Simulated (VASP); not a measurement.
Input of a VASP 6.6.1 run:

The input INCAR:

```
PREC = Accurate
ENCUT = 600
EDIFF = 1E-6
ISMEAR = 0
SIGMA = 0.02
LREAL = F
LASPH = T
NELM = 120
ALGO = Normal
ISIF = 2
LWAVE = F
LCHARG = F
GGA = PS
NBANDS = 19
GGA_COMPAT = F
```

File KPOINTS:

```
Automatic mesh
0
Gamma
  8 8 8
```

Contents of POSCAR:

```
ZrO2
1.0
    0.0000000000      2.5321771501      2.5321771501
    2.5321771501      0.0000000000      2.5321771501
    2.5321771501      2.5321771501      0.0000000000
Zr O
1 2
Direct
    0.0000000000      0.0000000000      0.0000000000
    0.2500000000      0.2500000000      0.2500000000
    0.7500000000      0.7500000000      0.7500000000
```

Potentials or basis: VASP PAW PBE potentials, release 64 (Zr_sv, O).

Command:

```sh
$ cat potpaw_PBE.64/Zr_sv/POTCAR potpaw_PBE.64/O/POTCAR > POTCAR
$ mpirun -np 1 vasp_std > vasp.out
```

Task: Predict the band gap on the k mesh.

Result: 3.32 eV (least direct gap 3.76 eV).

Task: What does it give for the pressure?

Result: 0.2 GPa.

Caveat: the PAW data sets were made with another functional, which shifts forces and pressure a little. A k mesh can miss the band edges.
